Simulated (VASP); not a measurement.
# ZnO (P6_3mc) in VASP: relaxation of cell and atoms with LDA

Aim: the relaxation of cell and atoms of ZnO with LDA.

All numbers are computed with VASP 6.6.1; they aren't measurements. Logs are shortened: lines on timing, memory, paths and dates and some standing lists are left out, and cuts for length are marked.

**1. The cell of the first run**

Symmetry: P6_3mc, No. 186, hexagonal system. The conventional cell has a = 3.249 Å, b = 3.249 Å, c = 5.206 Å, α = 90.00°, β = 90.00°, γ = 120.00°. Zn (site symmetry 3m) has 4 O at 1.97 to 1.98 Å within 2.6 Å. Within 2.6 Å of O (site symmetry 3m) lie 4 Zn at 1.97 to 1.98 Å.

**2. Relaxation of cell and atoms, LDA**

INCAR

```
PREC     = Accurate       # precision mode
ENCUT    = 600            # plane-wave cutoff, eV
EDIFF    = 1E-6           # SCF threshold, eV
ISMEAR   = -1             # smearing method
SIGMA    = 0.08           # smearing width, eV
LREAL    = False          # projectors in reciprocal space
LASPH    = True           # aspherical terms in the spheres
NELM     = 100            # most SCF steps
ALGO     = Normal         # electronic algorithm
ISIF     = 3              # what is computed and relaxed
LWAVE    = False          # write WAVECAR
LCHARG   = False          # write CHGCAR
GGA      = CA             # functional
IBRION   = 2              # ionic algorithm
NSW      = 100            # ionic steps
EDIFFG   = -0.002         # ionic threshold
```

KPOINTS

```
regular mesh
0
Gamma
  12 12 6
```

POSCAR

```
ZnO
1.0
    3.2493080000      0.0000000000      0.0000000000
   -1.6246540000      2.8139832727      0.0000000000
    0.0000000000      0.0000000000      5.2057090000
Zn O
2 2
Direct
    0.3333333333      0.6666666667      0.5000000000
    0.6666666667      0.3333333333      0.0000000000
    0.6666666667      0.3333333333      0.3790100000
    0.3333333333      0.6666666667      0.8790100000
```

Potentials or basis: VASP PAW LDA potentials, release 64 (Zn, O).

Run with:

```
$ cat potpaw_LDA.64/Zn/POTCAR potpaw_LDA.64/O/POTCAR > POTCAR
$ mpirun -np 1 vasp_std > vasp.out
```

OUTCAR:

```text
PREC = Accurate
   ENCUT = 600
   EDIFF = 1E-6
   ISMEAR = -1
   LREAL = False
   LASPH = True
   NELM = 100
   ISIF = 3
   GGA = CA
   IBRION = 2
   NSW = 100
   EDIFFG = -0.002

 ion  position               nearest neighbor table
   1  0.333  0.667  0.500-   4 1.97   3 1.98   3 1.98   3 1.98
   2  0.667  0.333  0.000-   3 1.97   4 1.98   4 1.98   4 1.98
   3  0.667  0.333  0.379-   2 1.97   1 1.98   1 1.98   1 1.98
   4  0.333  0.667  0.879-   1 1.97   2 1.98   2 1.98   2 1.98

  LATTYP: Found a hexagonal cell.
 ALAT       =     3.2493080000
 C/A-ratio  =     1.6020977390

  Lattice vectors:

 A1 = (   3.2493080000,   0.0000000000,   0.0000000000)
 A2 = (  -1.6246540000,   2.8139832727,   0.0000000000)
 A3 = (   0.0000000000,   0.0000000000,   5.2057090000)

Analysis of symmetry for initial positions (statically):
=====================================================================
 Subroutine PRICEL returns:
 Original cell was already a primitive cell.

 Routine SETGRP: Setting up the symmetry group for a
 hexagonal supercell.

 Subroutine GETGRP returns: Found 12 space group operations
 (whereof  6 operations were pure point group operations)
 out of a pool of 24 trial point group operations.

The static configuration has the point symmetry C_3v.
 The point group associated with its full space group is C_6v.

Analysis of symmetry for dynamics (positions and initial velocities):
=====================================================================
 Subroutine PRICEL returns:
 Original cell was already a primitive cell.

 Routine SETGRP: Setting up the symmetry group for a
 hexagonal supercell.

 Subroutine GETGRP returns: Found 12 space group operations
 (whereof  6 operations were pure point group operations)
 out of a pool of 24 trial point group operations.

The dynamic configuration has the point symmetry C_3v.
 The point group associated with its full space group is C_6v.

 Subroutine INISYM returns: Found 12 space group operations
 (whereof  6 operations are pure point group operations),
 and found     1 'primitive' translations

----------------------------------------------------------------------------------------

                                     Primitive cell

[... 106 lines left out ...]
   NUPDOWN=      -1.0000    fix difference up-down
   EMIN   =  10.00;   EMAX   =-10.00  energy-range for DOS
   EFERMI =   0.00;   METHOD = LEGACY
   ISMEAR =    -1;   SIGMA  =   0.08  broadening in eV -4-tet -1-fermi 0-gaus
   EFERMI_NEDOS =   21; number of points for ismear=-14 and -15
   IALGO  =     38    algorithm
   IMIX   =      4    mixing-type and parameters
     AMIX     =   0.40;   BMIX     =  1.00
     AMIX_MAG =   1.60;   BMIX_MAG =  1.00
  volume/ion in A,a.u.               =      11.90        80.30
  Fermi-wavevector in a.u.,A,eV,Ry     =   1.491574  2.818667 30.270160  2.224794
  Thomas-Fermi vector in A             =   2.604212
   LORBIT       =      0    0 simple, 1 ext, 2 COOP (PROOUT), +10 PAW based schemes
   GGA     = CA    functional components
   LHFCALC =     F    Hartree Fock is set to
   AEXX    =    0.0000 exact exchange contribution
   IVDW    =     0    specifies the selected vdW correction
   LEPSILON=     F    determine dielectric tensor
   LRPA    =     F    only Hartree local field effects (RPA)
 conjugate gradient relaxation of ions
 non-spin polarized calculation
  energy-cutoff  :      600.00
  volume of cell :       47.60
 maximum number of plane-waves:      1617
 NGX is ok and might be reduce to    28
   NGX = 13   NGY = 13   NGZ = 21

--------------------------------------- Ionic step        1  -------------------------------------------

 number of electron      36.0000008 magnetization

 Free energy of the ion-electron system (eV)
  ---------------------------------------------------
  ext. energy  EPLUGINS =         0.00000000
  ---------------------------------------------------
  free energy    TOTEN  =       -21.12630894 eV

  energy without entropy =      -21.12621051  energy(sigma->0) =      -21.12625972

------------------------ aborting loop because EDIFF is reached ----------------------------------------

  FORCE on cell =-STRESS in cart. coord.  units (eV):
  Direction    XX          YY          ZZ          XY          YZ          ZX
  --------------------------------------------------------------------------------------
  -------------------------------------------------------------------------------------
  Total       -2.0334960     -2.0334960     -1.4996459      0.0000000      0.0000000      0.0000000
  in kB      -68.4481367    -68.4481367    -50.4785686      0.0000000      0.0000000      0.0000000
  external PRESSURE =     -62.4582807 kB  Pullay stress =       0.0000000 kB
[... 95 lines left out ...]
  FREE ENERGIE OF THE ION-ELECTRON SYSTEM (eV)
  ---------------------------------------------------
  free  energy   TOTEN  =       -21.1676234151 eV

  energy  without entropy=      -21.1675578321  energy(sigma->0) =      -21.16759062

[... ionic steps 4 to 16 ...]

--------------------------------------- Ionic step       17  -------------------------------------------

 number of electron      35.9999999 magnetization

------------------------ aborting loop because EDIFF is reached ----------------------------------------
[... 71 lines left out ...]
--------------------------------------- Ionic step       19  -------------------------------------------

 number of electron      35.9999999 magnetization

 Free energy of the ion-electron system (eV)
  ---------------------------------------------------
  ext. energy  EPLUGINS =         0.00000000
  ---------------------------------------------------
  free energy    TOTEN  =       -21.16788272 eV

  energy without entropy =      -21.16781467  energy(sigma->0) =      -21.16784870

 E-fermi :   1.7978     XC(G=0): -11.6906

 val. band max:        1.2849595429   @ k =   0.0000   0.0000   0.0000
 cond. band min:       2.0853559340   @ k =   0.0000   0.0000   0.0000
 fundamental gap:      0.8003963911
 Fermi energy:         1.7978095136

 k-point     1 :       0.0000    0.0000    0.0000
  band No.  band energies     occupation
      1     -16.8818      2.00000
      2     -16.0503      2.00000
      3      -4.7858      2.00000
      4      -4.7107      2.00000
      5      -4.7107      2.00000
      6      -4.6742      2.00000
[... 589 lines left out ...]
     21       9.6033      0.00000
     22      10.1868      0.00000

 [... further k-points ...]
[... 5 lines left out ...]
  --------------------------------------------------------------------------------------
  -------------------------------------------------------------------------------------
  Total       -0.0054116     -0.0054116      0.0037265      0.0000000     -0.0000000     -0.0000000
  in kB       -0.1900645     -0.1900645      0.1308802      0.0000000     -0.0000000     -0.0000000
  external PRESSURE =      -0.0830830 kB  Pullay stress =       0.0000000 kB
[... 19 lines left out ...]
  FREE ENERGIE OF THE ION-ELECTRON SYSTEM (eV)
  ---------------------------------------------------
  free  energy   TOTEN  =       -21.1678827250 eV

  energy  without entropy=      -21.1678146664  energy(sigma->0) =      -21.16784870

 reached required accuracy - stopping structural energy minimisation
```

OSZICAR:

```text
N       E                     dE             d eps       ncg     rms          rms(c)
DAV:   1     0.307824599030E+03    0.30782E+03   -0.20623E+04  3352   0.263E+03
DAV:   2     0.967970799100E+01   -0.29814E+03   -0.28603E+03  3548   0.476E+02
DAV:   3    -0.234495257874E+02   -0.33129E+02   -0.32795E+02  3956   0.165E+02
DAV:   4    -0.241728693898E+02   -0.72334E+00   -0.72217E+00  3644   0.253E+01
[... 121 lines left out ...]
DAV:   1    -0.211678823732E+02    0.10757E-05   -0.18893E-06  1918   0.231E-02    0.215E-03
DAV:   2    -0.211678823681E+02    0.50914E-08   -0.78953E-07  1672   0.161E-02
  18 F= -.21167882E+02 E0= -.21167848E+02  d E =-.385256E-05
       N       E                     dE             d eps       ncg     rms          rms(c)
DAV:   1    -0.211678824387E+02   -0.65496E-07   -0.20477E-04  3344   0.121E-01    0.574E-03
DAV:   2    -0.211678827250E+02   -0.28631E-06   -0.70506E-06  3668   0.296E-02
  19 F= -.21167883E+02 E0= -.21167849E+02  d E =-.356902E-06
```

CONTCAR:

```text
ZnO
   1.00000000000000
     3.1936539912975226    0.0000000000000000   -0.0000000000000000
    -1.5968269956487613    2.7657854873422374    0.0000000000000000
    -0.0000000000000000    0.0000000000000000    5.1644974938676809
  Zn              O
     2     2
Direct
     0.3333333332999970    0.6666666667000030    0.5003319253814503
     0.6666666667000030    0.3333333332999970    0.0003319253814505
     0.6666666667000030    0.3333333332999970    0.3786780746185506
     0.3333333332999970    0.6666666667000030    0.8786780746185505

  0.00000000E+00  0.00000000E+00  0.00000000E+00
  0.00000000E+00  0.00000000E+00  0.00000000E+00
  0.00000000E+00  0.00000000E+00  0.00000000E+00
  0.00000000E+00  0.00000000E+00  0.00000000E+00
```

It took 12 min on 1 thread of Intel Xeon Platinum 8259CL at 2.50GHz (Skylake/Cascade Lake), shared host; peak memory 0.22 GiB.

Results:

- Free energy: -21.1679 eV
- Relaxed volume: 11.40 Å³/atom
- Relaxed cell: a = 3.194 Å, b = 3.194 Å, c = 5.164 Å, α = 90.00°, β = 90.00°, γ = 120.00°
- Space group after relaxing (to 0.1 Å): P6_3mc (No. 186)
- Energy gained by relaxing: 10.4 meV/atom
- Ionic steps: 19
- Pressure after relaxing: 0.0 GPa
- Band gap on the k mesh: 0.80 eV

Step by step:
```csv
step,energy change (eV),largest force (eV/Å),pressure (GPa),volume (Å³)
1,0.0000,0.0553,-6.25,47.60
2,-0.0262,0.0409,4.41,44.47
3,-0.0413,0.0021,0.05,45.61
4,-0.0413,0.0041,-0.06,45.65
5,-0.0414,0.0189,-0.27,45.66
6,-0.0414,0.0187,-0.16,45.66
7,-0.0414,0.0206,-0.16,45.66
8,-0.0415,0.0187,0.07,45.59
9,-0.0415,0.0184,0.09,45.58
10,-0.0416,0.0015,0.09,45.60
11,-0.0416,0.0025,-0.01,45.60
12,-0.0416,0.0034,-0.04,45.61
13,-0.0416,0.0049,0.04,45.61
14,-0.0416,0.0024,-0.02,45.63
15,-0.0416,0.0005,-0.05,45.62
16,-0.0416,0.0022,0.06,45.62
17,-0.0416,0.0008,-0.04,45.62
18,-0.0416,0.0029,0.01,45.62
19,-0.0416,0.0007,-0.01,45.62
```

Final structure:
```
Zn O
1.0
     3.19365    0.00000    0.00000
    -1.59683    2.76579    0.00000
     0.00000    0.00000    5.16450
Zn O
2 2
Cartesian
  0.0000 1.8439 2.5840
  1.5968 0.9219 0.0017
  1.5968 0.9219 1.9557
  0.0000 1.8439 4.5379
```

Levels at points of the mesh, in eV from the valence-band top:
```tsv
k point	band 16	band 17	band 18	band 19	band 20	band 21
(0.00, 0.00, 0.00)	-0.10	0.00	0.00	0.80	5.27	8.18
(0.50, 0.00, 0.00)	-2.43	-1.39	-0.90	5.87	6.77	7.44
(0.00, 0.00, 0.50)	-0.42	-0.42	-0.42	3.48	3.48	10.03
(0.50, 0.00, 0.50)	-1.61	-1.49	-1.49	5.63	5.63	8.55
```
